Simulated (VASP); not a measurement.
Input of a VASP 6.6.1 run:

The input INCAR:

```
SYSTEM = Si2Ni
ALGO = Normal ; EDIFF = 1E-6
ENCUT = 520 ; GGA = CA
ISIF = 2 ; ISMEAR = -1
ISPIN = 2 ; LASPH = .TRUE.
LCHARG = .FALSE. ; LMAXMIX = 4
LORBIT = 11 ; LREAL = .FALSE.
LWAVE = .FALSE. ; MAGMOM = 1 0 0
NBANDS = 20 ; NELM = 150
PREC = Accurate ; SIGMA = 0.05
```

Contents of KPOINTS:

```
k-points
0
G
  9 9 9
  0 0 0
```

The input POSCAR:

```
Si2Ni
1.0
    0.0000000000      2.6478212519      2.6478212519
    2.6478212519      0.0000000000      2.6478212519
    2.6478212519      2.6478212519      0.0000000000
Ni Si
1 2
Direct
    0.0000000000      0.0000000000      0.0000000000
    0.7500000000      0.7500000000      0.7500000000
    0.2500000000      0.2500000000      0.2500000000
```

Potentials or basis: VASP PAW LDA potentials, release 64 (Ni, Si).

Launch:

```bash
$ cat potpaw_LDA.64/Ni/POTCAR potpaw_LDA.64/Si/POTCAR > POTCAR
$ mpirun -np 1 vasp_std > vasp.out
```

Question: What does it give for the net moment?

Answer: 0.00 μB per cell.

Question: What does it give for the pressure?

Answer: 6.0 GPa.

Question: Predict the band gap on the k mesh.

Answer: Zero (filled and empty bands overlap).
